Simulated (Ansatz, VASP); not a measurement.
**One calculation of HgTe, two programs**

```
Hg Te
1.0
     0.05843    2.95072    2.95072
     2.95072    0.05843    2.95072
     2.95072    2.95072    0.05843
Hg Te
1 1
Direct
  0.00000 0.00000 0.00000
  0.50000 0.50000 0.50000
```

Change from the starting cell: equal xy, yz and zx shear strains of +2 %, crystal datasets.

Alike in both runs: task electric field gradients; functional PBEsol; k mesh 12 × 12 × 12; occupations fermi-dirac, width 0.08 eV; no spin polarisation.

|  | VASP | Ansatz |
| --- | --- | --- |
| version | VASP 6.6.1 | Ansatz 0.2.0 |
| potentials or method | VASP PAW PBE potentials, release 64 (Hg, Te), cutoff 520 eV | all-electron PAW with datasets made for the crystal, scalar-relativistic |

|  | VASP | Ansatz | Ansatz less VASP |
| --- | --- | --- | --- |
| pressure (GPa) | 6.4 | 6.1 | -0.31 |
| traceless stress, the component that is largest in VASP (GPa) | -0.29 | -0.30 | -0.007 |
| size of Vzz on the site where it differs most (V/Å²) | 16.7 | 13.6 | -3.01 |

VASP's potentials were made for PBE, not for PBEsol. Ansatz ran all-electron here, and VASP with PAW potentials.

Spin-orbit coupling is off throughout.
